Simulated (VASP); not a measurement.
Set up this calculation in VASP 6.6.1, as the native input.

```yaml
Task: relaxation of cell and atoms
Functional: PBEsol
Potentials_or_basis: VASP PAW PBE potentials, release 64 (Na_pv, I)
Cutoff: 600 eV
k_mesh: 8 × 8 × 8
Occupations: gaussian, width 0.01 eV
Spin: no spin polarisation
Target_pressure: 1 GPa
Dipole_correction: no
Further_INCAR_settings: ALGO = Normal; EDIFF = 1e-07; IBRION = 2; EDIFFG = -0.002; NSW = 100; ISIF = 3
```

The structure of NaI lies in POSCAR:

```
NaI
1.0
    0.0000000000      3.2002564326      3.2002564326
    3.2002564326      0.0000000000      3.2002564326
    3.2002564326      3.2002564326      0.0000000000
Na I
1 1
Direct
    0.0000000000      0.0000000000      0.0000000000
    0.5000000000      0.5000000000      0.5000000000
```

One way to write it, as run:

INCAR

```
SYSTEM = NaI
  ALGO = Normal
  EDIFF = 1E-7
  EDIFFG = -0.002
  ENCUT = 600
  GGA = PS
  IBRION = 2
  ISIF = 3
  ISMEAR = 0
  LASPH = .TRUE.
  LCHARG = .FALSE.
  LREAL = .FALSE.
  LWAVE = .FALSE.
  NELM = 60
  NSW = 100
  PREC = Accurate
  PSTRESS = 10.0
  SIGMA = 0.01
```

KPOINTS

```
k-points
0
G
  8 8 8
  0 0 0
```

Potentials or basis: VASP PAW PBE potentials, release 64 (Na_pv, I).

Command:

```console
$ cat potpaw_PBE.64/Na_pv/POTCAR potpaw_PBE.64/I/POTCAR > POTCAR
$ mpirun -np 1 vasp_std > vasp.out
```

Results of the run:

```
Relaxed volume                                         : 31.20 Å³/atom
Relaxed cell                                           : a = 4.452 Å, b = 4.452 Å, c = 4.452 Å, α = 60.00°, β = 60.00°, γ = 60.00°
Space group after relaxing (to 0.05 Å)                 : Fm-3m (No. 225)
Energy change on relaxing (the enthalpy is what falls) : +5.0 meV/atom
Ionic steps                                            : 3
Pressure after relaxing                                : 1.0 GPa
Band gap on the k mesh                                 : 3.73 eV, direct
```

Caveat: the cell is relaxed towards a set pressure, so the enthalpy falls and the energy may rise; the PAW data sets were made with another functional, which shifts forces and pressure a little; spin-orbit coupling is left out, which moves the levels of the heavy elements.

Wall time 70 s on 1 thread of Intel(R) Xeon(R) Platinum 8259CL CPU @ 2.50GHz (Skylake/Cascade Lake), on a shared host, peak memory 0.22 GiB.
